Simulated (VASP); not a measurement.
# RbBr (Fm-3m) in VASP: notebook

Runs on RbBr. Level: LDA. Tasks: electric field gradients.

All numbers are computed with VASP 6.6.1; they aren't measurements. Logs are shortened: lines on timing, memory, paths and dates and some standing lists are left out, and cuts for length are marked.

## 1. The cell of the first run

Symmetry: Fm-3m, No. 225, cubic system. The conventional cell has a = 6.772 Å, b = 6.772 Å, c = 6.772 Å, α = 90.00°, β = 90.00°, γ = 90.00°. Within 4.5 Å of Rb (site symmetry m-3m) lie 6 Br at 3.39 Å. Br (site symmetry m-3m) has 6 Rb at 3.39 Å within 4.5 Å.

## 2. Electric field gradients, LDA (38.82 Å³/atom)

The input, INCAR:

```
PREC = Accurate
ENCUT = 520
EDIFF = 1E-8
ISMEAR = -1
SIGMA = 0.03
LREAL = False
LASPH = True
NELM = 80
ALGO = Normal
ISIF = 2
LWAVE = False
LCHARG = False
GGA = CA
LEFG = True
NBANDS = 15
```

The input, KPOINTS:

```
Automatic mesh
0
Gamma
  6 6 6
```

The input, POSCAR:

```
RbBr
1.0
    0.0000000000      3.3860011066      3.3860011066
    3.3860011066      0.0000000000      3.3860011066
    3.3860011066      3.3860011066      0.0000000000
Rb Br
1 1
Direct
    0.0000000000      0.0000000000      0.0000000000
    0.5000000000      0.5000000000      0.5000000000
```

Potentials or basis: VASP PAW LDA potentials, release 64 (Rb_sv, Br).

Command:

```sh
cat potpaw_LDA.64/Rb_sv/POTCAR potpaw_LDA.64/Br/POTCAR > POTCAR
mpirun -np 1 vasp_std > vasp.out
```

OUTCAR:

```text
PREC = Accurate
   ENCUT = 520
   EDIFF = 1E-8
   ISMEAR = -1
   LREAL = False
   LASPH = True
   NELM = 80
   ISIF = 2
   GGA = CA

 ion  position               nearest neighbor table
   1  0.000  0.000  0.000-   2 3.39   2 3.39   2 3.39   2 3.39   2 3.39   2 3.39
   2  0.500  0.500  0.500-   1 3.39   1 3.39   1 3.39   1 3.39   1 3.39   1 3.39

  LATTYP: Found a face centered cubic cell.
 ALAT       =     6.7720022132

  Lattice vectors:

 A1 = (   0.0000000000,   3.3860011066,   3.3860011066)
 A2 = (   3.3860011066,   0.0000000000,   3.3860011066)
 A3 = (   3.3860011066,   3.3860011066,   0.0000000000)

Analysis of symmetry for initial positions (statically):
=====================================================================
 Subroutine PRICEL returns:
 Original cell was already a primitive cell.

 Routine SETGRP: Setting up the symmetry group for a
 face centered cubic supercell.

 Subroutine GETGRP returns: Found 48 space group operations
 (whereof 48 operations were pure point group operations)
 out of a pool of 48 trial point group operations.

The static configuration has the point symmetry O_h .

Analysis of symmetry for dynamics (positions and initial velocities):
=====================================================================
 Subroutine PRICEL returns:
 Original cell was already a primitive cell.

 Routine SETGRP: Setting up the symmetry group for a
 face centered cubic supercell.

 Subroutine GETGRP returns: Found 48 space group operations
 (whereof 48 operations were pure point group operations)
 out of a pool of 48 trial point group operations.

The dynamic configuration has the point symmetry O_h .

 Subroutine INISYM returns: Found 48 space group operations
 (whereof 48 operations are pure point group operations),
 and found     1 'primitive' translations

----------------------------------------------------------------------------------------

                                     Primitive cell

  volume of cell :      77.6410

  direct lattice vectors                    reciprocal lattice vectors
     0.000000000  3.386001107  3.386001107    -0.147666815  0.147666815  0.147666815
     3.386001107  0.000000000  3.386001107     0.147666815 -0.147666815  0.147666815
     3.386001107  3.386001107  0.000000000     0.147666815  0.147666815 -0.147666815

  length of vectors
     4.788528687  4.788528687  4.788528687     0.255766427  0.255766427  0.255766427

  position of ions in fractional coordinates (direct lattice)
     0.000000000  0.000000000  0.000000000
     0.500000000  0.500000000  0.500000000

  ion indices of the primitive-cell ions
   primitive index   ion index
                 1           1
                 2           2

----------------------------------------------------------------------------------------

 KPOINTS: Automatic mesh

Automatic generation of k-mesh.
 Grid dimensions read from file:
 generate k-points for:    6    6    6

 Generating k-lattice:

  Cartesian coordinates                     Fractional coordinates (reciprocal lattice)
    -0.024611136  0.024611136  0.024611136     0.166666667  0.000000000  0.000000000
     0.024611136 -0.024611136  0.024611136     0.000000000  0.166666667  0.000000000
     0.024611136  0.024611136 -0.024611136     0.000000000  0.000000000  0.166666667

  Length of vectors
     0.042627738  0.042627738  0.042627738

  Shift w.r.t. Gamma in fractional coordinates (k-lattice)
     0.000000000  0.000000000  0.000000000

 Subroutine IBZKPT returns following result:
 ===========================================

 Found     16 irreducible k-points:

 Following reciprocal coordinates:
            Coordinates               Weight
  0.000000  0.000000  0.000000      1.000000
  0.166667  0.000000  0.000000      8.000000
  0.333333  0.000000  0.000000      8.000000
  0.500000  0.000000  0.000000      4.000000
  0.166667  0.166667  0.000000      6.000000
  0.333333  0.166667  0.000000     24.000000
[... 8 lines left out ...]
 -0.333333  0.333333  0.166667     24.000000
 -0.333333  0.500000  0.166667     12.000000
   k-points           NKPTS =     16   k-points in BZ     NKDIM =     16   number of bands    NBANDS=     15
   number of dos      NEDOS =    301   number of ions     NIONS =      2
   total plane-waves  NPLWV =  46656
   dimension x,y,z NGX =    36 NGY =   36 NGZ =   36
   dimension x,y,z NGXF=    72 NGYF=   72 NGZF=   72
   ions per type =               1   1
   NGX,Y,Z   is equivalent  to a cutoff of  12.50, 12.50, 12.50 a.u.
   NGXF,Y,Z  is equivalent  to a cutoff of  25.00, 25.00, 25.00 a.u.
 SYSTEM =  unknown system
   PREC   = accura    normal or accurate (medium, high low for compatibility)
   ISTART =      0    job   : 0-new  1-cont  2-samecut
   ICHARG =      2    charge: 1-file 2-atom 10-const
   ISPIN  =      1    spin polarized calculation?
   LNONCOLLINEAR =      F non collinear calculations
   LSORBIT =      F    spin-orbit coupling
   LASPH  =      T    aspherical Exc in radial PAW
   ENCUT  =  520.0 eV  38.22 Ry    6.18 a.u.   8.90  8.90  8.90*2*pi/ulx,y,z
   NELM   =     80;   NELMIN=  2; NELMDL= -5     # of ELM steps
   EDIFF  = 0.1E-07   stopping-criterion for ELM
   LREAL  =      F    real-space projection
   EDIFFG = 0.1E-06   stopping-criterion for IOM
   NSW    =      0    number of steps for IOM
   IBRION =     -1    ionic relax: 0-MD 1-quasi-New 2-CG
   NFREE  =      0    steps in history (QN), initial steepest desc. (CG)
   ISIF   =      2    stress and relaxation
   ISYM   =      2    0-nonsym 1-usesym 2-fastsym
   POTIM  = 0.5000    time-step for ionic-motion
   TEBEG  =    0.0;   TEEND  =   0.0 temperature during run
   PSTRESS=    0.0 pullay stress
   NELECT =      16.0000    total number of electrons
   NUPDOWN=      -1.0000    fix difference up-down
   EMIN   =  10.00;   EMAX   =-10.00  energy-range for DOS
   EFERMI =   0.00;   METHOD = LEGACY
   ISMEAR =    -1;   SIGMA  =   0.03  broadening in eV -4-tet -1-fermi 0-gaus
   EFERMI_NEDOS =   21; number of points for ismear=-14 and -15
   IALGO  =     38    algorithm
   IMIX   =      4    mixing-type and parameters
     AMIX     =   0.40;   BMIX     =  1.00
     AMIX_MAG =   1.60;   BMIX_MAG =  1.00
  volume/ion in A,a.u.               =      38.82       261.97
  Fermi-wavevector in a.u.,A,eV,Ry     =   0.966981  1.827328 12.722146  0.935051
  Thomas-Fermi vector in A             =   2.096828
   LORBIT       =      0    0 simple, 1 ext, 2 COOP (PROOUT), +10 PAW based schemes
   GGA     = CA    functional components
   LHFCALC =     F    Hartree Fock is set to
   AEXX    =    0.0000 exact exchange contribution
   IVDW    =     0    specifies the selected vdW correction
   LEPSILON=     F    determine dielectric tensor
   LRPA    =     F    only Hartree local field effects (RPA)
 non-spin polarized calculation
  energy-cutoff  :      520.00
  volume of cell :       77.64
 maximum number of plane-waves:      2114
   NGX = 17   NGY = 17   NGZ = 17

 number of electron      16.0000002 magnetization

 Free energy of the ion-electron system (eV)
  ---------------------------------------------------
  ext. energy  EPLUGINS =         0.00000000
  ---------------------------------------------------
  free energy    TOTEN  =        -6.71141492 eV

  energy without entropy =       -6.71141492  energy(sigma->0) =       -6.71141492

 E-fermi :  -1.1684     XC(G=0):  -7.8813

 val. band max:       -1.8110431090   @ k =   0.0000   0.0000   0.0000
 cond. band min:       2.2369883482   @ k =   0.0000   0.0000   0.0000
 fundamental gap:      4.0480314573
 Fermi energy:        -1.1683506467

 k-point     1 :       0.0000    0.0000    0.0000
  band No.  band energies     occupation
      1     -26.0110      2.00000
      2     -14.0591      2.00000
      3     -10.1573      2.00000
      4     -10.1573      2.00000
      5     -10.1573      2.00000
      6      -1.8110      2.00000
      7      -1.8110      2.00000
      8      -1.8110      2.00000
      9       2.2370      0.00000
     10       5.2218      0.00000
     11       5.2218      0.00000
     12       5.2218      0.00000
     13       6.1959      0.00000
     14       6.1959      0.00000
     15       8.8206      0.00000

 k-point     2 :       0.1667    0.0000    0.0000
  band No.  band energies     occupation
      1     -26.0079      2.00000
      2     -14.0721      2.00000
      3     -10.1596      2.00000
      4     -10.1596      2.00000
      5     -10.1440      2.00000
      6      -2.1665      2.00000
      7      -1.9216      2.00000
      8      -1.9216      2.00000
      9       2.9278      0.00000
     10       5.0697      0.00000
     11       5.5659      0.00000
     12       5.5659      0.00000
     13       6.6321      0.00000
     14       6.6321      0.00000
     15       9.8876      0.00000

 k-point     3 :       0.3333    0.0000    0.0000
  band No.  band energies     occupation
      1     -26.0017      2.00000
      2     -14.0978      2.00000
      3     -10.1641      2.00000
      4     -10.1641      2.00000
      5     -10.1177      2.00000
      6      -2.7109      2.00000
      7      -2.1262      2.00000
      8      -2.1262      2.00000
      9       4.2047      0.00000
     10       5.2599      0.00000
     11       6.5247      0.00000
     12       6.5247      0.00000
     13       7.7074      0.00000
     14       7.7074      0.00000
     15       9.7358      0.00000
[... 199 lines left out ...]
 k-point    15 :      -0.3333    0.3333    0.1667
  band No.  band energies     occupation
      1     -25.9959      2.00000
      2     -14.0515      2.00000
      3     -10.2802      2.00000
      4     -10.2703      2.00000
      5     -10.1368      2.00000
      6      -2.5373      2.00000
      7      -2.1969      2.00000
      8      -2.1777      2.00000
      9       4.9585      0.00000
     10       5.1859      0.00000
     11       6.6067      0.00000
     12       6.8785      0.00000
     13       8.3157      0.00000
     14       9.0654      0.00000
     15       9.2245      0.00000

 k-point    16 :      -0.3333    0.5000    0.1667
  band No.  band energies     occupation
      1     -25.9951      2.00000
      2     -14.0231      2.00000
      3     -10.3514      2.00000
      4     -10.2819      2.00000
      5     -10.1640      2.00000
      6      -2.2794      2.00000
      7      -2.2613      2.00000
      8      -2.0963      2.00000
      9       4.1891      0.00000
     10       5.8999      0.00000
     11       5.9491      0.00000
     12       7.0403      0.00000
     13       8.1446      0.00000
     14       9.0490      0.00000
     15       9.4717      0.00000

------------------------ aborting loop because EDIFF is reached ----------------------------------------

  FORCE on cell =-STRESS in cart. coord.  units (eV):
  Direction    XX          YY          ZZ          XY          YZ          ZX
  --------------------------------------------------------------------------------------
  -------------------------------------------------------------------------------------
  Total       -0.3446622     -0.3446622     -0.3446622      0.0000000      0.0000000      0.0000000
  in kB       -7.1123480     -7.1123480     -7.1123480      0.0000000      0.0000000      0.0000000
  external PRESSURE =      -7.1123480 kB  Pullay stress =       0.0000000 kB

 VOLUME and BASIS-vectors are now :
 -----------------------------------------------------------------------------
  energy-cutoff  :      520.00
  volume of cell :       77.64
      direct lattice vectors                 reciprocal lattice vectors
     0.000000000  3.386001107  3.386001107    -0.147666815  0.147666815  0.147666815
     3.386001107  0.000000000  3.386001107     0.147666815 -0.147666815  0.147666815
     3.386001107  3.386001107  0.000000000     0.147666815  0.147666815 -0.147666815

 POSITION                                       TOTAL-FORCE (eV/Angst)
 -----------------------------------------------------------------------------------
      0.00000      0.00000      0.00000        -0.000000     -0.000000     -0.000000
      3.38600      3.38600      3.38600         0.000000      0.000000      0.000000
 -----------------------------------------------------------------------------------
    total drift:                                0.000000      0.000000      0.000000

  FREE ENERGIE OF THE ION-ELECTRON SYSTEM (eV)
  ---------------------------------------------------
  free  energy   TOTEN  =        -6.7114149249 eV

  energy  without entropy=       -6.7114149249  energy(sigma->0) =       -6.71141492

 Electric field gradients (V/A^2)
---------------------------------------------------------------------
 ion       V_xx      V_yy      V_zz      V_xy      V_xz      V_yz
---------------------------------------------------------------------
   1       0.000     0.000    -0.000    -0.000    -0.000    -0.000
   2       0.000    -0.000     0.000     0.000     0.000     0.000
---------------------------------------------------------------------

 Electric field gradients after diagonalization (V/A^2)
 (convention: |V_zz| > |V_xx| > |V_yy|)
----------------------------------------------------------------------
 ion       V_xx      V_yy      V_zz     asymmetry (V_yy - V_xx)/ V_zz
----------------------------------------------------------------------
   1       0.000     0.000    -0.000       0.000
   2      -0.000    -0.000     0.001       0.000
----------------------------------------------------------------------

           NMR quadrupolar parameters

 Cq : quadrupolar parameter    Cq=e*Q*V_zz/h
 eta: asymmetry parameters     (V_yy - V_xx)/ V_zz
 Q  : nuclear electric quadrupole moment in mb (millibarn)
----------------------------------------------------------------------
 ion       Cq(MHz)       eta       Q (mb)
----------------------------------------------------------------------
   1      -0.000       0.000       1.000
   2       0.000       0.000       1.000
----------------------------------------------------------------------
```

Wall time 44 s (1 thread of Intel Xeon 8259CL, shared host); peak memory 0.17 GiB.

What came out:

```
Free energy                             : -6.7114 eV
Pressure                                : -0.7 GPa
Band gap on the k mesh                  : 4.05 eV
Largest electric field gradient by atom : zero within the noise of the run
```

Levels at points of the mesh, in eV from the valence-band top:
| k point | band 4 | band 5 | band 6 | band 7 | band 8 | band 9 | band 10 | band 11 | band 12 | band 13 |
| --- | --- | --- | --- | --- | --- | --- | --- | --- | --- | --- |
| (0.00, 0.00, 0.00) | -8.35 | -8.35 | 0.00 | 0.00 | 0.00 | 4.05 | 7.03 | 7.03 | 7.03 | 8.01 |
| (0.50, 0.00, 0.00) | -8.36 | -8.29 | -1.12 | -0.41 | -0.41 | 6.55 | 7.53 | 9.37 | 9.37 | 10.04 |
| (0.50, 0.50, 0.00) | -8.44 | -8.44 | -0.51 | -0.17 | -0.17 | 5.25 | 6.94 | 9.01 | 9.12 | 9.39 |

(Continued in part 2 of 3.)
